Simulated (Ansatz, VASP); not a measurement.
Two plane-wave programs on C

The input INCAR:

```
SYSTEM = C
ALGO = Normal
EDIFF = 1E-6
ENCUT = 520
ISIF = 2
ISMEAR = 0
LASPH = .True.
LCHARG = .False.
LREAL = .False.
LWAVE = .False.
NBANDS = 26
NELM = 80
PREC = Accurate
SIGMA = 0.05
```

Contents of KPOINTS:

```
k-points
0
Gamma
  6 6 6
  0 0 0
```

File POSCAR:

```
C
1.0
    2.3935332943     -1.4835724714      3.4163626604
    0.0941106241      2.8011680077      3.2769856420
   -2.4177977950     -1.6062511758      3.3821937123
C
8
Direct
    0.1696186499      0.1470897876      0.1547512841
    0.6518155978      0.1619493607      0.6905872357
    0.2077513027      0.6417974960      0.6401511665
    0.6609000665      0.6557310296      0.2045416008
    0.8680809547      0.8195140234      0.8077702603
    0.3136208273      0.8477925101      0.2736935623
    0.8265282313      0.3018497887      0.3898440644
    0.3016843699      0.4242760038      0.8386608260
```

Input for Ansatz:

```yaml
crystal:
  lattice:
    - [2.3935332943, -1.4835724714, 3.4163626604]
    - [0.0941106241, 2.8011680077, 3.276985642]
    - [-2.417797795, -1.6062511758, 3.3821937123]
  atoms:
    - { symbol: C, position: [0.1696186499, 0.1470897876, 0.1547512841] }
    - { symbol: C, position: [0.6518155978, 0.1619493607, 0.6905872357] }
    - { symbol: C, position: [0.2077513027, 0.641797496, 0.6401511665] }
    - { symbol: C, position: [0.6609000665, 0.6557310296, 0.2045416008] }
    - { symbol: C, position: [0.8680809547, 0.8195140234, 0.8077702603] }
    - { symbol: C, position: [0.3136208273, 0.8477925101, 0.2736935623] }
    - { symbol: C, position: [0.8265282313, 0.3018497887, 0.3898440644] }
    - { symbol: C, position: [0.3016843699, 0.4242760038, 0.838660826] }
basis:
  ecutwfc: 420
kpoints:
  mp_grid: { grid: [6, 6, 6] }
hamiltonian:
  xc: lda
scf:
  occupations: { method: gaussian, width: 0.05 }
output:
  forces: true
  stress: true
  eigenvalues: true
```

Change from the starting cell: all atoms moved at random (sigma 0.1 Å a component), cell strained at random (sigma 0.03).

Alike in both runs: task single point; functional LDA; k mesh 6 × 6 × 6; occupations gaussian, width 0.05 eV; no spin polarisation.

|  | VASP | Ansatz |
| --- | --- | --- |
| version | VASP 6.6.1 | Ansatz 0.2.0 |
| potentials or method | VASP PAW LDA potentials, release 64 (C), cutoff 520 eV | scalar-relativistic, plane waves, PAW |
| valence electrons in the cell | 32 | 32 |

```tsv
	VASP	Ansatz	Ansatz less VASP
gap on the k mesh at the Fermi level (eV)	0.07	0.08	+0.005
least direct gap on the mesh (eV)	0.52	0.52	+0.002
pressure (GPa)	14.7	13.9	-0.78
traceless stress, the component that is largest in VASP (GPa)	-15.48	-14.63	+0.854
rms of the force components (eV/Å)	8.845	8.793	-0.0526
```

LDA's correlation is that of Perdew and Zunger in VASP and of Perdew and Wang (1992) in Ansatz. Atom by atom the forces differ by 0.067 eV/Å (rms over components).
